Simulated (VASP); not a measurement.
# Ag (R-3m) in VASP: further runs

Ag is run at these levels: PBE, PBE+D3(BJ)+U; tasks: single point.

Program: VASP 6.6.1. These are calculated values, not measurements. Logs are shortened: lines on timing, memory, paths and dates and some standing lists are left out, and cuts for length are marked.

## (1) The cell of the first run

Symmetry: R-3m, No. 166, trigonal system. The conventional cell has a = 2.946 Å, b = 2.946 Å, c = 21.614 Å, α = 90.00°, β = 90.00°, γ = 120.00°. Ag (site symmetry -3m) has 12 Ag at 2.94 to 2.95 Å within 3.9 Å. Within 3.9 Å of Ag (site symmetry 3m) lie 12 Ag at 2.94 to 2.95 Å.

## (2) Single point, PBE

The input, INCAR:

```
SYSTEM = Ag
ALGO = Normal
EDIFF = 1E-6
ENCUT = 520
GGA = PE
ISIF = 2
ISMEAR = -1
LASPH = .True.
LCHARG = .False.
LREAL = .False.
LWAVE = .False.
NBANDS = 24
NELM = 100
PREC = Accurate
SIGMA = 0.05
```

The input, KPOINTS:

```
k-points
0
Gamma
  12 12 12
  0 0 0
```

The input, POSCAR:

```
Ag
1.0
    1.4730471633      0.8504641762      7.2046500000
   -1.4730471633      0.8504641762      7.2046500000
    0.0000000000     -1.7009283525      7.2046500000
Ag
3
Direct
    0.0000000000      0.0000000000      0.0000000000
    0.7777190000      0.7777190000      0.7777190000
    0.2222810000      0.2222810000      0.2222810000
```

Potentials or basis: VASP PAW PBE potentials, release 64 (Ag).

Run with:

```sh
$ cat potpaw_PBE.64/Ag/POTCAR > POTCAR
$ mpirun -np 1 vasp_std > vasp.out
```

OUTCAR:

```text
SYSTEM = Ag
   EDIFF = 1E-6
   ENCUT = 520
   GGA = PE
   ISIF = 2
   ISMEAR = -1
   LASPH = .True.
   LREAL = .False.
   NELM = 100
   PREC = Accurate

 ion  position               nearest neighbor table
   1  0.000  0.000  0.000-   2 2.94   3 2.94   2 2.94   2 2.94   3 2.94   3 2.94
   2  0.778  0.778  0.778-   1 2.94   1 2.94   1 2.94   3 2.94   3 2.94   3 2.94
   3  0.222  0.222  0.222-   1 2.94   1 2.94   1 2.94   2 2.94   2 2.94   2 2.94

  LATTYP: Found a trigonal (rhomboedric) cell.
 ALAT       =     7.4027115899
 COS(alpha) =     0.9208079399

  Lattice vectors:

 A1 = (   1.4730471633,   0.8504641762,   7.2046500000)
 A2 = (  -1.4730471633,   0.8504641762,   7.2046500000)
 A3 = (   0.0000000000,  -1.7009283525,   7.2046500000)

Analysis of symmetry for initial positions (statically):
=====================================================================
 Subroutine PRICEL returns:
 Original cell was already a primitive cell.

 Routine SETGRP: Setting up the symmetry group for a
 trigonal (rhombohedral) supercell.

 Subroutine GETGRP returns: Found 12 space group operations
 (whereof 12 operations were pure point group operations)
 out of a pool of 12 trial point group operations.

The static configuration has the point symmetry D_3d.

Analysis of symmetry for dynamics (positions and initial velocities):
=====================================================================
 Subroutine PRICEL returns:
 Original cell was already a primitive cell.

 Routine SETGRP: Setting up the symmetry group for a
 trigonal (rhombohedral) supercell.

 Subroutine GETGRP returns: Found 12 space group operations
 (whereof 12 operations were pure point group operations)
 out of a pool of 12 trial point group operations.

The dynamic configuration has the point symmetry D_3d.

 Subroutine INISYM returns: Found 12 space group operations
 (whereof 12 operations are pure point group operations),
 and found     1 'primitive' translations

----------------------------------------------------------------------------------------

                                     Primitive cell

  volume of cell :      54.1548

  direct lattice vectors                    reciprocal lattice vectors
     1.473047163  0.850464176  7.204650000     0.339432445  0.195971413  0.046266416
    -1.473047163  0.850464176  7.204650000    -0.339432445  0.195971413  0.046266416
     0.000000000 -1.700928353  7.204650000     0.000000000 -0.391942827  0.046266416

  length of vectors
     7.402711590  7.402711590  7.402711590     0.394664111  0.394664111  0.394664111

  position of ions in fractional coordinates (direct lattice)
     0.000000000  0.000000000  0.000000000
     0.777719000  0.777719000  0.777719000
     0.222281000  0.222281000  0.222281000

  ion indices of the primitive-cell ions
   primitive index   ion index
                 1           1
                 2           2
                 3           3

----------------------------------------------------------------------------------------

 KPOINTS: k-points

Automatic generation of k-mesh.
 Grid dimensions read from file:
 generate k-points for:   12   12   12

 Generating k-lattice:

  Cartesian coordinates                     Fractional coordinates (reciprocal lattice)
     0.028286037  0.016330951  0.003855535     0.083333333 -0.000000000 -0.000000000
    -0.028286037  0.016330951  0.003855535    -0.000000000  0.083333333 -0.000000000
     0.000000000 -0.032661902  0.003855535    -0.000000000 -0.000000000  0.083333333

  Length of vectors
     0.032888676  0.032888676  0.032888676

  Shift w.r.t. Gamma in fractional coordinates (k-lattice)
     0.000000000  0.000000000  0.000000000

 Subroutine IBZKPT returns following result:
 ===========================================

 Found    189 irreducible k-points:

 Following reciprocal coordinates:
            Coordinates               Weight
  0.000000  0.000000  0.000000      1.000000
  0.083333 -0.000000  0.000000      6.000000
  0.166667 -0.000000  0.000000      6.000000
  0.250000  0.000000  0.000000      6.000000
  0.333333 -0.000000  0.000000      6.000000
  0.416667 -0.000000  0.000000      6.000000
[... 16 lines left out ...]
  0.500000  0.166667  0.000000     12.000000
 -0.416667  0.166667  0.000000     12.000000
 [... further k-points ...]
   k-points           NKPTS =    189   k-points in BZ     NKDIM =    189   number of bands    NBANDS=     24
   number of dos      NEDOS =    301   number of ions     NIONS =      3
   total plane-waves  NPLWV = 175616
   dimension x,y,z NGX =    56 NGY =   56 NGZ =   56
   dimension x,y,z NGXF=   112 NGYF=  112 NGZF=  112
   ions per type =               3
   NGX,Y,Z   is equivalent  to a cutoff of  12.58, 12.58, 12.58 a.u.
   NGXF,Y,Z  is equivalent  to a cutoff of  25.15, 25.15, 25.15 a.u.
 SYSTEM =  Ag
   PREC   = accura    normal or accurate (medium, high low for compatibility)
   ISTART =      0    job   : 0-new  1-cont  2-samecut
   ICHARG =      2    charge: 1-file 2-atom 10-const
   ISPIN  =      1    spin polarized calculation?
   LNONCOLLINEAR =      F non collinear calculations
   LSORBIT =      F    spin-orbit coupling
   LASPH  =      T    aspherical Exc in radial PAW
   ENCUT  =  520.0 eV  38.22 Ry    6.18 a.u.  13.76 13.76 13.76*2*pi/ulx,y,z
   NELM   =    100;   NELMIN=  2; NELMDL= -5     # of ELM steps
   EDIFF  = 0.1E-05   stopping-criterion for ELM
   LREAL  =      F    real-space projection
   EDIFFG = 0.1E-04   stopping-criterion for IOM
   NSW    =      0    number of steps for IOM
   IBRION =     -1    ionic relax: 0-MD 1-quasi-New 2-CG
   NFREE  =      0    steps in history (QN), initial steepest desc. (CG)
   ISIF   =      2    stress and relaxation
   ISYM   =      2    0-nonsym 1-usesym 2-fastsym
   POTIM  = 0.5000    time-step for ionic-motion
   TEBEG  =    0.0;   TEEND  =   0.0 temperature during run
   PSTRESS=    0.0 pullay stress
   NELECT =      33.0000    total number of electrons
   NUPDOWN=      -1.0000    fix difference up-down
   EMIN   =  10.00;   EMAX   =-10.00  energy-range for DOS
   EFERMI =   0.00;   METHOD = LEGACY
   ISMEAR =    -1;   SIGMA  =   0.05  broadening in eV -4-tet -1-fermi 0-gaus
   EFERMI_NEDOS =   21; number of points for ismear=-14 and -15
   IALGO  =     38    algorithm
   IMIX   =      4    mixing-type and parameters
     AMIX     =   0.40;   BMIX     =  1.00
     AMIX_MAG =   1.60;   BMIX_MAG =  1.00
  volume/ion in A,a.u.               =      18.05       121.82
  Fermi-wavevector in a.u.,A,eV,Ry     =   1.387929  2.622805 26.209536  1.926347
  Thomas-Fermi vector in A             =   2.512103
   LORBIT       =      0    0 simple, 1 ext, 2 COOP (PROOUT), +10 PAW based schemes
   GGA     = PE    functional components
   LHFCALC =     F    Hartree Fock is set to
   AEXX    =    0.0000 exact exchange contribution
   IVDW    =     0    specifies the selected vdW correction
   LEPSILON=     F    determine dielectric tensor
   LRPA    =     F    only Hartree local field effects (RPA)
 non-spin polarized calculation
  energy-cutoff  :      520.00
  volume of cell :       54.15
 maximum number of plane-waves:      1494
   NGX = 27   NGY = 27   NGZ = 27

 number of electron      33.0000001 magnetization

 Free energy of the ion-electron system (eV)
  ---------------------------------------------------
  ext. energy  EPLUGINS =         0.00000000
  ---------------------------------------------------
  free energy    TOTEN  =        -8.14014857 eV

  energy without entropy =       -8.13265724  energy(sigma->0) =       -8.13640291

 E-fermi :   7.6308     XC(G=0): -11.8708

 val. band max:        7.6247308100   @ k =  -0.2500   0.3333   0.2500
 cond. band min:       7.6504354022   @ k =  -0.1667   0.1667   0.0833
 fundamental gap:      0.0257045922
 Fermi energy:         7.6307699810

 k-point     1 :       0.0000    0.0000    0.0000
  band No.  band energies     occupation
      1       0.3045      2.00000
      2       1.7265      2.00000
      3       1.7336      2.00000
      4       3.0453      2.00000
      5       3.0453      2.00000
      6       3.0608      2.00000
[... 16 lines left out ...]
     23      24.5334      0.00000
     24      25.5275      0.00000

 k-point     2 :       0.0833   -0.0000    0.0000
  band No.  band energies     occupation
      1       0.4899      2.00000
      2       1.8505      2.00000
      3       1.8613      2.00000
      4       2.9786      2.00000
      5       2.9906      2.00000
      6       3.1238      2.00000
[... 16 lines left out ...]
     23      23.9313      0.00000
     24      24.3858      0.00000

 k-point     3 :       0.1667   -0.0000    0.0000
  band No.  band energies     occupation
      1       1.0036      2.00000
      2       2.1397      2.00000
      3       2.1458      2.00000
      4       2.7588      2.00000
      5       2.8616      2.00000
      6       2.9871      2.00000
[... 16 lines left out ...]
     23      22.8605      0.00000
     24      23.4640      0.00000

 k-point     4 :       0.2500    0.0000    0.0000
  band No.  band energies     occupation
      1       1.6191      2.00000
      2       2.1877      2.00000
      3       2.2627      2.00000
      4       2.4624      2.00000
      5       2.6784      2.00000
      6       2.9858      2.00000
[... 16 lines left out ...]
     23      21.2413      0.00000
     24      21.4016      0.00000

 k-point     5 :       0.3333   -0.0000    0.0000
  band No.  band energies     occupation
      1       1.7921      2.00000
      2       2.0045      2.00000
      3       2.1239      2.00000
      4       2.2724      2.00000
      5       2.4295      2.00000
      6       3.1691      2.00000
[... 451 lines left out ...]
 k-point    22 :       0.4167    0.1667   -0.0000
  band No.  band energies     occupation
      1       2.0396      2.00000
      2       2.2397      2.00000
      3       2.2751      2.00000
      4       2.4978      2.00000
      5       2.5423      2.00000
      6       2.8084      2.00000
[... 16 lines left out ...]
     23      17.2502      0.00000
     24      18.0912      0.00000

 k-point    23 :       0.5000    0.1667    0.0000
  band No.  band energies     occupation
      1       1.9063      2.00000
      2       2.1425      2.00000
      3       2.2680      2.00000
      4       2.3322      2.00000
      5       2.3819      2.00000
      6       2.8913      2.00000
[... 16 lines left out ...]
     23      16.3886      0.00000
     24      17.3275      0.00000

 k-point    24 :      -0.4167    0.1667    0.0000
  band No.  band energies     occupation
      1       1.8655      2.00000
      2       2.0991      2.00000
      3       2.1766      2.00000
      4       2.3197      2.00000
      5       2.3885      2.00000
      6       2.9165      2.00000
[... 16 lines left out ...]
     23      16.2914      0.00000
     24      18.5639      0.00000

 [... further k-points ...]

------------------------ aborting loop because EDIFF is reached ----------------------------------------

  FORCE on cell =-STRESS in cart. coord.  units (eV):
  Direction    XX          YY          ZZ          XY          YZ          ZX
  --------------------------------------------------------------------------------------
  -------------------------------------------------------------------------------------
  Total       -0.2565341     -0.2565341     -0.3813424      0.0000000      0.0000000      0.0000000
  in kB       -7.5896003     -7.5896003    -11.2820721      0.0000000      0.0000000      0.0000000
  external PRESSURE =      -8.8204242 kB  Pullay stress =       0.0000000 kB

 VOLUME and BASIS-vectors are now :
 -----------------------------------------------------------------------------
  energy-cutoff  :      520.00
  volume of cell :       54.15
      direct lattice vectors                 reciprocal lattice vectors
     1.473047163  0.850464176  7.204650000     0.339432445  0.195971413  0.046266416
    -1.473047163  0.850464176  7.204650000    -0.339432445  0.195971413  0.046266416
     0.000000000 -1.700928353  7.204650000     0.000000000 -0.391942827  0.046266416

 POSITION                                       TOTAL-FORCE (eV/Angst)
 -----------------------------------------------------------------------------------
      0.00000      0.00000      0.00000         0.000000      0.000000     -0.000000
      0.00000     -0.00000     16.80958         0.000000      0.000000     -0.001746
      0.00000     -0.00000      4.80437         0.000000     -0.000000      0.001746
 -----------------------------------------------------------------------------------
    total drift:                               -0.000000     -0.000000      0.000000

  FREE ENERGIE OF THE ION-ELECTRON SYSTEM (eV)
  ---------------------------------------------------
  free  energy   TOTEN  =        -8.1401485704 eV

  energy  without entropy=       -8.1326572432  energy(sigma->0) =       -8.13640291
```

Run time: 21 min. Hardware: 1 thread of Oxide Virtual Turin-like, shared host; peak memory 0.49 GiB.

What came out:

- Free energy: -8.1401 eV
- Pressure: -0.9 GPa
- Band gap on the k mesh: zero (an odd number of electrons rules out a gap without spin polarisation)

Levels at points of the mesh, in eV from the Fermi level:
```csv
k point,band 14,band 15,band 16,band 17,band 18,band 19,band 20,band 21
"(0.00, 0.00, 0.00)",-3.24,-3.14,-3.14,-3.10,-3.09,7.67,7.68,15.40
"(0.50, 0.00, 0.00)",-2.82,-2.82,0.03,1.25,1.27,4.67,4.91,6.03
"(0.50, 0.50, 0.00)",-2.82,-2.78,0.37,0.57,1.49,3.85,5.79,7.94
"(0.50, 0.50, 0.50)",-3.54,-3.54,-2.99,-2.99,-0.20,3.35,13.79,13.88
```

## (3) Single point, PBE+D3(BJ)+U

The input, INCAR:

```
ALGO = Normal ; EDIFF = 1E-6
ENCUT = 520 ; GGA = PE
ISIF = 2 ; ISMEAR = -5
IVDW = 12 ; LASPH = True
LCHARG = False ; LDAU = True
LDAUJ = 0 ; LDAUL = 2
LDAUPRINT = 1 ; LDAUTYPE = 2
LDAUU = 1 ; LMAXMIX = 4
LREAL = False ; LWAVE = False
NBANDS = 24 ; NELM = 150
PREC = Accurate ; SIGMA = 0.1
```

The input, KPOINTS:

```
k-points
0
Gamma
  12 12 12
```

POSCAR is that of step 2.

Potentials or basis: VASP PAW PBE potentials, release 64 (Ag).

Run with:

```sh
$ cat potpaw_PBE.64/Ag/POTCAR > POTCAR
$ mpirun -np 1 vasp_std > vasp.out
```

Run time: 27 min. Hardware: 1 thread of Oxide Virtual Turin-like, shared host; peak memory 0.47 GiB.

It converged, with:

- Free energy: -8.7238 eV
- Pressure: -6.2 GPa
- Largest force: 0.003 eV/Å
- Band gap on the k mesh: zero (an odd number of electrons rules out a gap without spin polarisation)
- Dispersion energy per atom: -0.555 eV

Forces in eV/Å, atoms in the order of the input:
```
Ag   0.000  0.000  0.000
Ag   0.000  0.000 -0.003
Ag   0.000  0.000  0.003
```

Stress tensor (GPa, compression positive):
```
-6.11  0.00  0.00
 0.00 -6.11  0.00
 0.00  0.00 -6.23
```

Levels at points of the mesh, in eV from the Fermi level:
```tsv
k point	band 15	band 16	band 17	band 18	band 19	band 20
(0.00, 0.00, 0.00)	-3.46	-3.46	-3.16	-3.15	7.62	7.64
(0.50, 0.00, 0.00)	-3.14	0.01	1.20	1.28	4.62	4.87
(0.50, 0.50, 0.00)	-3.11	0.38	0.53	1.44	3.78	5.77
(0.50, 0.50, 0.50)	-3.86	-3.32	-3.32	-0.18	3.27	13.75
```

Eigenvalues of the final occupation matrices:
```
    site  spin  trace               eigenvalues
site 1 d     1   4.62  0.92 0.92 0.92 0.93 0.93
site 1 d     2   4.62  0.92 0.92 0.92 0.93 0.93
site 2 d     1   4.62  0.92 0.92 0.92 0.93 0.93
site 2 d     2   4.62  0.92 0.92 0.92 0.93 0.93
site 3 d     1   4.62  0.92 0.92 0.92 0.93 0.93
site 3 d     2   4.62  0.92 0.92 0.92 0.93 0.93
```

Caveat: three body term missing; the cell stands under tension; U without spin polarisation on a metal has little footing; the U is typed as a test and isn't derived for this compound; tetrahedron occupations give inexact forces and stress in metals.

The gap in the log of VASP goes by the Fermi energy; the results here count the filled bands.